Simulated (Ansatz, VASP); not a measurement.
# One calculation of PbS, two programs

```
Pb S
1.0
     2.13495   -6.07177    0.00000
     2.13495    6.07177    0.00000
     0.00000    0.00000    4.40743
Pb S
2 2
Direct
  0.86558 0.13442 0.75000
  0.13442 0.86558 0.25000
  0.64597 0.35403 0.75000
  0.35403 0.64597 0.25000
```

Change from the starting cell: hydrostatic strain +3.5%.

Alike in both runs: task single point; functional PBE; k mesh 6 × 6 × 6; occupations fermi-dirac, width 0.02 eV; no spin polarisation.

|  | VASP | Ansatz |
| --- | --- | --- |
| version | VASP 6.6.1 | Ansatz 0.2.0 |
| potentials or method | VASP PAW PBE potentials, release 64 (Pb_d, S) | plane waves, PAW |
| plane-wave cutoff (eV) | 520 | 420 |
| valence electrons in the cell | 40 | 40 |

|  | VASP | Ansatz | Ansatz less VASP |
| --- | --- | --- | --- |
| gap on the k mesh at the Fermi level (eV) | 1.56 | 1.55 | -0.001 |
| pressure (GPa) | -1.4 | -1.3 | +0.06 |
| traceless stress, the component that is largest in VASP (GPa) | 1.98 | 1.99 | +0.011 |
| rms of the force components (eV/Å) | 0.058 | 0.059 | +0.0010 |

Atom by atom the forces differ by 0.003 eV/Å (rms over components).

Spin-orbit coupling is off throughout.
